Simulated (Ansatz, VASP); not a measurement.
# Sn3O2: VASP beside Ansatz

```
Sn O
1.0
     3.26222    0.00000    0.00000
    -1.63111    2.82517    0.00000
     0.00000    0.00000   12.74452
Sn O
3 2
Direct
  0.00000 0.00000 0.00000
  0.33333 0.66667 0.64616
  0.66667 0.33333 0.35384
  0.33333 0.66667 0.27248
  0.66667 0.33333 0.72752
```

Alike in both runs: functional r2SCAN; k mesh 12 × 12 × 4; occupations gaussian, width 0.1 eV; no spin polarisation.

Ansatz relaxed the structure, and its values are those at the end. VASP's run is a single point on that final structure, the one shown.

|  | VASP | Ansatz |
| --- | --- | --- |
| version | VASP 6.6.1 | Ansatz 0.2.0 |
| potentials or method | VASP PAW PBE potentials, release 64 (Sn_d, O), cutoff 520 eV | scalar-relativistic, plane waves, PAW |
| valence electrons in the cell | 54 | 54 |

Ansatz gave:

```
gap on the k mesh at the Fermi level (eV) : none
pressure (GPa)                            : 0.0
rms of the force components (eV/Å)        : 0.003
```

**Question.** What did VASP give for the same quantities?

**Answer.** gap on the k mesh at the Fermi level (eV): none; pressure (GPa): 0.3; rms of the force components (eV/Å): 0.056.

VASP's potentials were made for PBE, not for r2SCAN. A gap of «none» marks a metal or a gap that the smearing closes.
